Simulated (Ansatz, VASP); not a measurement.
## TaN in VASP and in Ansatz

File POSCAR:

```
TaN
1.0
    3.1085816348      0.0000000000      0.0000000000
    0.0000000000      3.1085816348      0.0000000000
    0.0000000000      0.0000000000     20.3962000000
Ta N
3 3
Direct
    0.2500000000      0.2500000000      0.3922299667
    0.7500000000      0.7500000000      0.5000000000
    0.2500000000      0.2500000000      0.6077700333
    0.7500000000      0.7500000000      0.3922299667
    0.2500000000      0.2500000000      0.5000000000
    0.7500000000      0.7500000000      0.6077700333
```

The input INCAR.step1:

```
SYSTEM = TaN
PREC = Accurate
ENCUT = 520
ISMEAR = -1
SIGMA = 0.05
LREAL = .False.
LASPH = .True.
NELM = 100
LDIPOL = .True.
IDIPOL = 3
DIPOL = 0.5 0.5 0.500
NBANDS = 33
GGA = PE
ALGO = Normal
EDIFF = 1E-4
LWAVE = .True.
LCHARG = .False.
```

File INCAR.step2:

```
SYSTEM = TaN
PREC = Accurate
ENCUT = 520
EDIFF = 1E-6
ISMEAR = -1
SIGMA = 0.05
LREAL = .False.
LASPH = .True.
NELM = 100
ALGO = Normal
ISIF = 2
LWAVE = .False.
LCHARG = .False.
LDIPOL = .True.
IDIPOL = 3
DIPOL = 0.5 0.5 0.500
METAGGA = R2SCAN
LMIXTAU = .True.
NBANDS = 33
ISTART = 1
```

Contents of KPOINTS:

```
regular mesh
0
Gamma
  11 11 1
  0 0 0
```

Input for Ansatz:

```yaml
crystal:
  lattice:
    - [3.1085816348, 0.0, 0.0]
    - [0.0, 3.1085816348, 0.0]
    - [0.0, 0.0, 20.3962]
  atoms:
    - { symbol: Ta, position: [0.25, 0.25, 0.3922299667] }
    - { symbol: "N", position: [0.75, 0.75, 0.3922299667] }
    - { symbol: Ta, position: [0.75, 0.75, 0.5] }
    - { symbol: "N", position: [0.25, 0.25, 0.5] }
    - { symbol: Ta, position: [0.25, 0.25, 0.6077700333] }
    - { symbol: "N", position: [0.75, 0.75, 0.6077700333] }
kpoints:
  mp_grid: { grid: [11, 11, 1] }
scf:
  occupations: { method: fermi_dirac, width: 0.05 }
hamiltonian:
  xc: r2scan
  pseudopotentials: { kind: paw }
output:
  forces: true
  stress: true
  eigenvalues: true
  populations: true
efield:
  axis: 3
  amplitude: 0
  dipole_correction: true
```

Alike in both runs: task single point; functional r2SCAN; k mesh 11 × 11 × 1; occupations fermi-dirac, width 0.05 eV; no spin polarisation.

|  | VASP | Ansatz |
| --- | --- | --- |
| version | VASP 6.6.1 | Ansatz 0.2.0 |
| potentials or method | VASP PAW PBE potentials, release 64 (Ta_pv, N) | PAW with Ansatz's default frozen-core files, scalar-relativistic |
| plane-wave cutoff (eV) | 520 | 500 |
| valence electrons in the cell | 48 | 54 |

```tsv
	VASP	Ansatz	Ansatz less VASP
rms of the force components (eV/Å)	0.742	0.749	+0.0070
```

VASP's potentials were made for PBE, not for r2SCAN. With one functional, cell and mesh, what is left measures potentials, basis and numerics. VASP's potentials hold 48 valence electrons a cell and Ansatz's 54, so a difference there can come from the potentials and not from the codes.

Neither program's run includes spin-orbit coupling.
